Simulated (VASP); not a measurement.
# Y5N (P6/mmm) in VASP: further runs, part 2 of 2

VASP 6.6.1. The steps go on from the part before.

## (3) Relaxation of cell and atoms, PBE

This run uses another cell than the first one, of 20.22 Å³/atom.

INCAR

```
SYSTEM = Y5N
PREC     = Accurate       ! precision mode
ENCUT    = 600            ! plane-wave cutoff, eV
EDIFF    = 1E-6           ! SCF threshold, eV
ISMEAR   = 0              ! smearing method
SIGMA    = 0.1            ! smearing width, eV
LREAL    = .FALSE.        ! projectors in reciprocal space
LASPH    = .TRUE.         ! aspherical terms in the spheres
NELM     = 80             ! most SCF steps
ALGO     = Normal         ! electronic algorithm
ISIF     = 3              ! what is computed and relaxed
LWAVE    = .FALSE.        ! write WAVECAR
LCHARG   = .FALSE.        ! write CHGCAR
GGA      = PE             ! functional
IBRION   = 2              ! ionic algorithm
NSW      = 90             ! ionic steps
EDIFFG   = -0.04          ! ionic threshold
```

KPOINTS

```
Automatic mesh
0
G
  6 6 4
  0 0 0
```

POSCAR

```
Y5N
1.0
    5.6215624900      0.0000000000      0.0000000000
   -2.8107812400      4.8684159200      0.0000000000
    0.0000000000      0.0000000000      4.4323202800
Y N
5 1
Direct
    0.6666666700      0.3333333300      0.0000000000
    0.5000000000      0.0000000000      0.5000000000
    0.5000000000      0.5000000000      0.5000000000
    0.0000000000      0.5000000000      0.5000000000
    0.3333333300      0.6666666700      0.0000000000
    0.0000000000      0.0000000000      0.0000000000
```

Potentials or basis: VASP PAW PBE potentials, release 64 (Y_sv, N).

Launch:

```console
> cat potpaw_PBE.64/Y_sv/POTCAR potpaw_PBE.64/N/POTCAR > POTCAR
> mpirun -np 1 vasp_std > vasp.out
```

OUTCAR:

```text
SYSTEM = Y5N
   PREC = Accurate
   ENCUT = 600
   EDIFF = 1E-6
   ISMEAR = 0
   LREAL = .FALSE.
   LASPH = .TRUE.
   NELM = 80
   ISIF = 3
   GGA = PE
   IBRION = 2
   NSW = 90
   EDIFFG = -0.04

 ion  position               nearest neighbor table
   1  0.667  0.333  0.000-   2 2.75   2 2.75   4 2.75   4 2.75   3 2.75   3 2.75   5 3.25   5 3.25
                             5 3.25
   2  0.500  0.000  0.500-   1 2.75   5 2.75   1 2.75   5 2.75   3 2.81   3 2.81   4 2.81   4 2.81

   3  0.500  0.500  0.500-   1 2.75   5 2.75   1 2.75   5 2.75   2 2.81   2 2.81   4 2.81   4 2.81

   4  0.000  0.500  0.500-   1 2.75   5 2.75   1 2.75   5 2.75   2 2.81   2 2.81   3 2.81   3 2.81

   5  0.333  0.667  0.000-   2 2.75   2 2.75   4 2.75   4 2.75   3 2.75   3 2.75   1 3.25   1 3.25
                             1 3.25
   6  0.000  0.000  0.000-

  LATTYP: Found a hexagonal cell.
 ALAT       =     5.6215624900
 C/A-ratio  =     0.7884498817

  Lattice vectors:

 A1 = (   5.6215624900,   0.0000000000,   0.0000000000)
 A2 = (  -2.8107812400,   4.8684159200,   0.0000000000)
 A3 = (   0.0000000000,   0.0000000000,   4.4323202800)

Analysis of symmetry for initial positions (statically):
=====================================================================
 Subroutine PRICEL returns:
 Original cell was already a primitive cell.

 Routine SETGRP: Setting up the symmetry group for a
 hexagonal supercell.

 Subroutine GETGRP returns: Found 24 space group operations
 (whereof 24 operations were pure point group operations)
 out of a pool of 24 trial point group operations.

The static configuration has the point symmetry D_6h.

Analysis of symmetry for dynamics (positions and initial velocities):
=====================================================================
 Subroutine PRICEL returns:
 Original cell was already a primitive cell.

 Routine SETGRP: Setting up the symmetry group for a
 hexagonal supercell.

 Subroutine GETGRP returns: Found 24 space group operations
 (whereof 24 operations were pure point group operations)
 out of a pool of 24 trial point group operations.

The dynamic configuration has the point symmetry D_6h.

 Subroutine INISYM returns: Found 24 space group operations
 (whereof 24 operations are pure point group operations),
 and found     1 'primitive' translations

----------------------------------------------------------------------------------------

                                     Primitive cell

  volume of cell :     121.3042

  direct lattice vectors                    reciprocal lattice vectors
     5.621562490  0.000000000  0.000000000     0.177886487  0.102702811  0.000000000
    -2.810781240  4.868415920  0.000000000     0.000000000  0.205405622  0.000000000
     0.000000000  0.000000000  4.432320280     0.000000000  0.000000000  0.225615465

  length of vectors
     5.621562490  5.621562483  4.432320280     0.205405622  0.205405622  0.225615465

  position of ions in fractional coordinates (direct lattice)
     0.666666670  0.333333330  0.000000000
     0.500000000  0.000000000  0.500000000
     0.500000000  0.500000000  0.500000000
     1.000000000  0.500000000  0.500000000
     0.333333330  0.666666670  0.000000000
     0.000000000  0.000000000  0.000000000

  ion indices of the primitive-cell ions
   primitive index   ion index
                 1           1
                 2           2
                 3           3
                 4           4
                 5           5
                 6           6

----------------------------------------------------------------------------------------

 KPOINTS: Automatic mesh

Automatic generation of k-mesh.
 Grid dimensions read from file:
 generate k-points for:    6    6    4

 Generating k-lattice:

  Cartesian coordinates                     Fractional coordinates (reciprocal lattice)
     0.029647748  0.017117135  0.000000000     0.166666667 -0.000000000  0.000000000
     0.000000000  0.034234270  0.000000000     0.000000000  0.166666667  0.000000000
     0.000000000  0.000000000  0.056403866     0.000000000  0.000000000  0.250000000

  Length of vectors
     0.034234270  0.034234270  0.056403866

  Shift w.r.t. Gamma in fractional coordinates (k-lattice)
     0.000000000  0.000000000  0.000000000

 Subroutine IBZKPT returns following result:
 ===========================================

 Found     21 irreducible k-points:

 Following reciprocal coordinates:
            Coordinates               Weight
  0.000000  0.000000  0.000000      1.000000
  0.166667  0.000000  0.000000      6.000000
  0.333333  0.000000  0.000000      6.000000
  0.500000  0.000000  0.000000      3.000000
  0.166667  0.166667  0.000000      6.000000
  0.333333  0.166667  0.000000     12.000000
[... 13 lines left out ...]
  0.333333  0.166667  0.500000     12.000000
  0.333333  0.333333  0.500000      2.000000
   k-points           NKPTS =     21   k-points in BZ     NKDIM =     21   number of bands    NBANDS=     36
   number of dos      NEDOS =    301   number of ions     NIONS =      6
   total plane-waves  NPLWV =  82944
   dimension x,y,z NGX =    48 NGY =   48 NGZ =   36
   dimension x,y,z NGXF=    96 NGYF=   96 NGZF=   72
   ions per type =               5   1
   NGX,Y,Z   is equivalent  to a cutoff of  14.19, 14.19, 13.50 a.u.
   NGXF,Y,Z  is equivalent  to a cutoff of  28.39, 28.39, 27.01 a.u.
 SYSTEM =  Y5N
   PREC   = accura    normal or accurate (medium, high low for compatibility)
   ISTART =      0    job   : 0-new  1-cont  2-samecut
   ICHARG =      2    charge: 1-file 2-atom 10-const
   ISPIN  =      1    spin polarized calculation?
   LNONCOLLINEAR =      F non collinear calculations
   LSORBIT =      F    spin-orbit coupling
   LASPH  =      T    aspherical Exc in radial PAW
   ENCUT  =  600.0 eV  44.10 Ry    6.64 a.u.  11.23 11.23  8.85*2*pi/ulx,y,z
   NELM   =     80;   NELMIN=  2; NELMDL= -5     # of ELM steps
   EDIFF  = 0.1E-05   stopping-criterion for ELM
   LREAL  =      F    real-space projection
   EDIFFG = -.4E-01   stopping-criterion for IOM
   NSW    =     90    number of steps for IOM
   IBRION =      2    ionic relax: 0-MD 1-quasi-New 2-CG
   NFREE  =      1    steps in history (QN), initial steepest desc. (CG)
   ISIF   =      3    stress and relaxation
   ISYM   =      2    0-nonsym 1-usesym 2-fastsym
   POTIM  = 0.5000    time-step for ionic-motion
   TEBEG  =    0.0;   TEEND  =   0.0 temperature during run
   PSTRESS=    0.0 pullay stress
   NELECT =      60.0000    total number of electrons
   NUPDOWN=      -1.0000    fix difference up-down
   EMIN   =  10.00;   EMAX   =-10.00  energy-range for DOS
   EFERMI =   0.00;   METHOD = LEGACY
   ISMEAR =     0;   SIGMA  =   0.10  broadening in eV -4-tet -1-fermi 0-gaus
   EFERMI_NEDOS =   21; number of points for ismear=-14 and -15
   IALGO  =     38    algorithm
   IMIX   =      4    mixing-type and parameters
     AMIX     =   0.40;   BMIX     =  1.00
     AMIX_MAG =   1.60;   BMIX_MAG =  1.00
  volume/ion in A,a.u.               =      20.22       136.43
  Fermi-wavevector in a.u.,A,eV,Ry     =   1.294692  2.446614 22.806475  1.676229
  Thomas-Fermi vector in A             =   2.426259
   LORBIT       =      0    0 simple, 1 ext, 2 COOP (PROOUT), +10 PAW based schemes
   GGA     = PE    functional components
   LHFCALC =     F    Hartree Fock is set to
   AEXX    =    0.0000 exact exchange contribution
   IVDW    =     0    specifies the selected vdW correction
   LEPSILON=     F    determine dielectric tensor
   LRPA    =     F    only Hartree local field effects (RPA)
 conjugate gradient relaxation of ions
 non-spin polarized calculation
 Gauss-broadening in eV      SIGMA  =   0.10
  energy-cutoff  :      600.00
  volume of cell :      121.30
 maximum number of plane-waves:      4086
 NGX is ok and might be reduce to    48
   NGX = 23   NGY = 23   NGZ = 17

--------------------------------------- Ionic step        1  -------------------------------------------

 number of electron      60.0000000 magnetization

 Free energy of the ion-electron system (eV)
  ---------------------------------------------------
  ext. energy  EPLUGINS =         0.00000000
  ---------------------------------------------------
  free energy    TOTEN  =       -25.88298319 eV

  energy without entropy =      -25.84764180  energy(sigma->0) =      -25.86531250

 E-fermi :   4.5301     XC(G=0): -10.7947

 val. band max:        4.5196262970   @ k =   0.5000   0.0000   0.5000
 cond. band min:       4.5414052325   @ k =   0.3333   0.0000   0.2500
 fundamental gap:      0.0217789356
 Fermi energy:         4.5301477331

 k-point     1 :       0.0000    0.0000    0.0000
  band No.  band energies     occupation
      1     -38.0149      2.00000
      2     -37.1712      2.00000
      3     -37.1712      2.00000
      4     -37.1516      2.00000
      5     -36.9082      2.00000
      6     -19.6709      2.00000
[... 1085 lines left out ...]
  energy  without entropy=      -31.7702956165  energy(sigma->0) =      -31.80425010

--------------------------------------- Ionic step        8  -------------------------------------------

 number of electron      60.0000001 magnetization

 Free energy of the ion-electron system (eV)
  ---------------------------------------------------
  ext. energy  EPLUGINS =         0.00000000
  ---------------------------------------------------
  free energy    TOTEN  =       -31.84060180 eV

  energy without entropy =      -31.77079995  energy(sigma->0) =      -31.80570087

 E-fermi :   2.0517     XC(G=0):  -8.8316

 val. band max:        2.0415275678   @ k =   0.3333   0.3333   0.0000
 cond. band min:       2.0839631802   @ k =   0.1667   0.0000   0.0000
 fundamental gap:      0.0424356124
 Fermi energy:         2.0517185216

 k-point     1 :       0.0000    0.0000    0.0000
  band No.  band energies     occupation
      1     -41.1349      2.00000
      2     -41.0983      2.00000
      3     -40.7391      2.00000
      4     -40.5613      2.00000
      5     -40.5613      2.00000
      6     -21.5142      2.00000
[... 841 lines left out ...]
  FREE ENERGIE OF THE ION-ELECTRON SYSTEM (eV)
  ---------------------------------------------------
  free  energy   TOTEN  =       -31.8406017955 eV

  energy  without entropy=      -31.7707999516  energy(sigma->0) =      -31.80570087

 reached required accuracy - stopping structural energy minimisation
```

Wall time 14 min (1 thread of Intel Xeon Platinum 8488C (Sapphire Rapids), shared host); peak memory 0.34 GiB.

Results:

- Free energy: -31.8406 eV
- Relaxed volume: 33.01 Å³/atom
- Relaxed cell: a = 6.187 Å, b = 6.187 Å, c = 5.975 Å, α = 90.00°, β = 90.00°, γ = 120.00°
- Space group after relaxing (to 0.1 Å): P6/mmm (No. 191)
- Energy gained by relaxing: 992.9 meV/atom
- Ionic steps: 8
- Pressure after relaxing: -0.1 GPa
- Band gap on the k mesh: zero (bands 30 and 31 overlap by 0.36 eV)

The path:
| step | energy change (eV) | largest force (eV/Å) | pressure (GPa) | volume (Å³) |
| --- | --- | --- | --- | --- |
| 1 | 0.0000 | 0.0000 | 27.43 | 121.30 |
| 2 | -5.7259 | 0.0000 | 1.62 | 192.16 |
| 3 | -5.6966 | 0.0000 | -2.40 | 222.30 |
| 4 | -5.8155 | 0.0000 | -0.57 | 206.58 |
| 5 | -5.8156 | 0.0000 | -0.31 | 204.59 |
| 6 | -5.9043 | 0.0000 | -0.22 | 202.14 |
| 7 | -5.9552 | 0.0000 | -0.01 | 197.07 |
| 8 | -5.9576 | 0.0000 | -0.06 | 198.07 |

Final structure:
```xyz
6
Lattice="6.1870 0.0000 0.0000 -3.0935 5.3581 0.0000 0.0000 0.0000 5.9747" Properties=species:S:1:pos:R:3 pbc="T T T"
Y     3.0935    1.7860    0.0000
Y     3.0935    0.0000    2.9874
Y     1.5468    2.6791    2.9874
Y    -1.5468    2.6791    2.9874
Y     0.0000    3.5721    0.0000
N     0.0000    0.0000    0.0000
```

Levels at points of the mesh, in eV from the Fermi level:
```tsv
k point	band 27	band 28	band 29	band 30	band 31	band 32	band 33	band 34
(0.00, 0.00, 0.00)	-0.83	-0.74	-0.61	-0.61	-0.06	-0.06	0.08	0.08
(0.50, 0.00, 0.00)	-0.34	-0.13	-0.11	-0.10	-0.03	0.19	0.49	0.49
(0.00, 0.00, 0.50)	-1.51	-1.09	-1.09	0.23	0.30	0.30	0.57	0.89
(0.50, 0.00, 0.50)	-0.88	-0.48	-0.17	-0.08	0.06	0.19	0.40	0.66
```

Caveat: the volume moved by over 15 % at a fixed basis, so the end points are rough.

## (4) Relaxation of cell and atoms, PBE

INCAR

```
SYSTEM = Y5N
  PREC = Accurate
  ENCUT = 600
  EDIFF = 1E-6
  ISMEAR = 0
  SIGMA = 0.1
  LREAL = .False.
  LASPH = .True.
  NELM = 60
  ALGO = Normal
  ISIF = 3
  LWAVE = .False.
  LCHARG = .False.
  GGA = PE
  IBRION = 2
  NSW = 100
  EDIFFG = -0.01
```

KPOINTS

```
Automatic mesh
0
Gamma
  6 6 6
  0 0 0
```

POSCAR

```
Y5N
1.0
    6.1876209566      0.0000000000      0.0000000000
   -3.0938104783      5.3586369374      0.0000000000
    0.0000000000      0.0000000000      6.0356180079
Y N
5 1
Direct
    0.6666666667      0.3333333333      0.0000000000
    0.5000000000      0.0000000000      0.5000000000
    0.5000000000      0.5000000000      0.5000000000
    0.0000000000      0.5000000000      0.5000000000
    0.3333333333      0.6666666667      0.0000000000
    0.0000000000      0.0000000000      0.0000000000
```

Launch:

```console
> cat potpaw_PBE.64/Y_sv/POTCAR potpaw_PBE.64/N/POTCAR > POTCAR
> mpirun -np 1 vasp_std > vasp.out
```

Wall time 6.9 min (1 thread of Intel Xeon Platinum 8488C (Sapphire Rapids), shared host); peak memory 0.49 GiB.

Results (log left out):

* Free energy: -31.9139 eV
* Relaxed volume: 33.24 Å³/atom
* Relaxed cell: a = 6.183 Å, b = 6.183 Å, c = 6.024 Å, α = 90.00°, β = 90.00°, γ = 120.00°
* Space group after relaxing (to 0.1 Å): P6/mmm (No. 191)
* Energy gained by relaxing: 0.1 meV/atom
* Ionic steps: 2
* Pressure after relaxing: 0.0 GPa
* Band gap on the k mesh: zero (bands 30 and 31 overlap by 0.32 eV)

Step by step:
| step | energy change (eV) | largest force (eV/Å) | pressure (GPa) | volume (Å³) |
| --- | --- | --- | --- | --- |
| 1 | 0.0000 | 0.0000 | -0.12 | 200.12 |
| 2 | -0.0003 | 0.0000 | -0.02 | 199.43 |

Final structure:
```cif
data_structure
_symmetry_space_group_name_H-M 'P 1'
_symmetry_Int_Tables_number 1
_cell_length_a 6.1827
_cell_length_b 6.1827
_cell_length_c 6.0243
_cell_angle_alpha 90.000
_cell_angle_beta 90.000
_cell_angle_gamma 120.000
_cell_volume 199.43
loop_
_atom_site_label
_atom_site_type_symbol
_atom_site_fract_x
_atom_site_fract_y
_atom_site_fract_z
_atom_site_occupancy
Y1 Y 0.66667 0.33333 0.00000 1
Y2 Y 0.50000 0.00000 0.50000 1
Y3 Y 0.50000 0.50000 0.50000 1
Y4 Y 0.00000 0.50000 0.50000 1
Y5 Y 0.33333 0.66667 0.00000 1
N1 N 0.00000 0.00000 0.00000 1
```

Levels at points of the mesh, in eV from the Fermi level:
```
           k point  band 26  band 27  band 28  band 29  band 30  band 31  band 32  band 33  band 34  band 35
(0.00, 0.00, 0.00)    -0.99    -0.86    -0.77    -0.62    -0.62    -0.05    -0.05     0.08     0.08     0.46
(0.50, 0.00, 0.00)    -1.27    -0.36    -0.14    -0.11    -0.11    -0.04     0.19     0.45     0.48     0.56
(0.00, 0.00, 0.50)    -1.51    -1.51    -1.09    -1.09     0.17     0.27     0.27     0.53     0.86     0.87
(0.50, 0.00, 0.50)    -1.25    -0.88    -0.49    -0.19    -0.09     0.05     0.17     0.36     0.63     0.86
```

## (5) Overview

| task | cell | k mesh | cutoff (eV) | gap on the mesh (eV) | pressure (GPa) | relaxed volume (Å³/atom) |
| --- | --- | --- | --- | --- | --- | --- |
| single point | a = 6.187, b = 6.187, c = 6.031 Å, angles 90.0, 90.0, 120.0°, 6 atoms | 6 × 6 × 6 | 520 | none | -0.1 | - |
| relaxation of cell and atoms | relaxed from a = 5.622, b = 5.622, c = 4.432 Å, angles 90.0, 90.0, 120.0°, 6 atoms | 6 × 6 × 4 | 600 | none | -0.1 | 33.01 |
| relaxation of cell and atoms | relaxed from a = 6.188, b = 6.188, c = 6.036 Å, angles 90.0, 90.0, 120.0°, 6 atoms | 6 × 6 × 6 | 600 | none | 0.0 | 33.24 |

Alike in all rows: level PBE; potentials or basis VASP PAW PBE potentials, release 64 (Y_sv, N); no spin polarisation; smearing gaussian 0.1 eV.

Caveats: the volume moved by over 15 % at a fixed basis, so the end points are rough (at least some runs).

Total energies depend on the potentials used, so only differences within one code and one set of settings carry meaning.

The gap in the log of VASP goes by the Fermi energy; the results here count the filled bands.